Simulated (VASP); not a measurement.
Input of a VASP 6.6.1 run:

File INCAR:

```
PREC = Accurate
ENCUT = 600
EDIFF = 1E-6
ISMEAR = -1
SIGMA = 0.1
LREAL = False
LASPH = True
NELM = 200
ALGO = Normal
ISIF = 2
LWAVE = False
LCHARG = False
ISPIN = 2
MAGMOM = 4 -4
LORBIT = 11
LMAXMIX = 4
GGA = PS
NBANDS = 19
ISYM = 0
GGA_COMPAT = False
```

Contents of KPOINTS:

```
Automatic mesh
0
Gamma
  6 11 11
```

The input POSCAR:

```
Fe
1.0
    0.0000000000      3.5310000000      3.5310000000
    1.7655000000      0.0000000000      1.7655000000
    1.7655000000      1.7655000000      0.0000000000
Fe
2
Direct
    0.0000000000      0.0000000000      0.0000000000
    0.5000000000      0.0000000000      0.0000000000
```

Potentials or basis: VASP PAW PBE potentials, release 64 (Fe).

Run with:

```console
$ cat potpaw_PBE.64/Fe/POTCAR > POTCAR
$ mpirun -np 1 vasp_std > vasp.out
```

Problem. Estimate the band gap on the k mesh.

Solution. Zero (filled and empty bands overlap).

Problem. What does it give for the pressure?

Solution. -18.1 GPa.

Stress tensor (GPa, compression positive):
```
-18.25  -2.46  -2.46
 -2.46 -17.97   2.49
 -2.46   2.49 -17.97
```

Caveat: the cell stands under tension; the antiferromagnetic order is the one typed at the start, and another may lie lower; the PAW data sets were made with another functional, which shifts forces and pressure a little.
